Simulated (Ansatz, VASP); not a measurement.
# Br: VASP beside Ansatz

Contents of INCAR:

```
ALGO     = Normal         # electronic algorithm
EDIFF    = 1E-6           # SCF threshold, eV
ENCUT    = 520            # plane-wave cutoff, eV
GGA      = PS             # functional
GGA_COMPAT= F            
ISIF     = 2              # what is computed and relaxed
ISMEAR   = -1             # smearing method
LASPH    = T              # aspherical terms in the spheres
LCHARG   = F              # write CHGCAR
LORBIT   = 11             # projections on sites
LORBMOM  = T            
LREAL    = F              # projectors in reciprocal space
LSORBIT  = T              # spin-orbit coupling
LWAVE    = F              # write WAVECAR
MAGMOM   = 0 0 0 0 0 0 0 0 0 0 0 0 # initial moments
NBANDS   = 42             # bands
NELM     = 150            # most SCF steps
PREC     = Accurate       # precision mode
SIGMA    = 0.05           # smearing width, eV
```

Contents of KPOINTS:

```
k-points
0
Gamma
  5 5 2
```

POSCAR

```
Br
1.0
    3.3632500000     -2.3225500000      0.0000000000
    3.3632500000      2.3225500000      0.0000000000
    0.0000000000      0.0000000000      8.7023000000
Br
4
Direct
    0.3651000000      0.6349000000      0.3901000000
    0.1349000000      0.8651000000      0.8901000000
    0.6349000000      0.3651000000      0.6099000000
    0.8651000000      0.1349000000      0.1099000000
```

The input input.yaml:

```yaml
crystal:
  lattice:
    - [3.36325, -2.32255, 0.0]
    - [3.36325, 2.32255, 0.0]
    - [0.0, 0.0, 8.7023]
  atoms:
    - { symbol: Br, position: [0.3651, 0.6349, 0.3901] }
    - { symbol: Br, position: [0.1349, 0.8651, 0.8901] }
    - { symbol: Br, position: [0.6349, 0.3651, 0.6099] }
    - { symbol: Br, position: [0.8651, 0.1349, 0.1099] }
kpoints:
  mp_grid: { grid: [5, 5, 2] }
  band_path:
    path:
      - [0.0, 0.0, 0.0]
      - [0.3692207505, -0.3692207505, 0.0]
      - [0.0, -0.5, 0.0]
      - [0.0, -0.5, -0.5]
      - [0.3692207505, -0.3692207505, -0.5]
      - [0.0, 0.0, -0.5]
      - [0.0, 0.0, 0.0]
      - [-0.5, -0.5, 0.0]
    npoints: 8
scf:
  occupations: { method: fermi_dirac, width: 0.05 }
hamiltonian:
  xc: pbesol
  pseudopotentials: { kind: all_electron, lapw: { basis_error: 0.002 } }
magnetization:
  noncollinear: true
  spin_orbit: true
output:
  forces: true
  stress: true
  eigenvalues: true
```

Alike in both runs: functional PBEsol; k mesh 5 × 5 × 2; occupations fermi-dirac, width 0.05 eV; non-collinear spin, spin-orbit coupling.

|  | VASP | Ansatz |
| --- | --- | --- |
| version | VASP 6.6.1 | Ansatz 0.2.0 |
| potentials or method | VASP PAW PBE potentials, release 64 (Br), cutoff 520 eV | all-electron LAPW, relativistic spinors |
| task | single point | band structure |

|  | VASP | Ansatz | Ansatz less VASP |
| --- | --- | --- | --- |
| pressure (GPa) | 0.2 | 0.2 | -0.03 |
| traceless stress, the component that is largest in VASP (GPa) | 0.84 | 0.79 | -0.054 |
| rms of the force components (eV/Å) | 0.456 | 0.440 | -0.0161 |
| net moment per atom (μB) | 0.00 | 0.00 | 0.000 |

VASP's potentials were made for PBE, not for PBEsol. Atom by atom the forces differ by 0.016 eV/Å (rms over components). Ansatz ran all-electron here, and VASP with PAW potentials.

The k mesh is coarse, so the values compare programs but aren't converged.
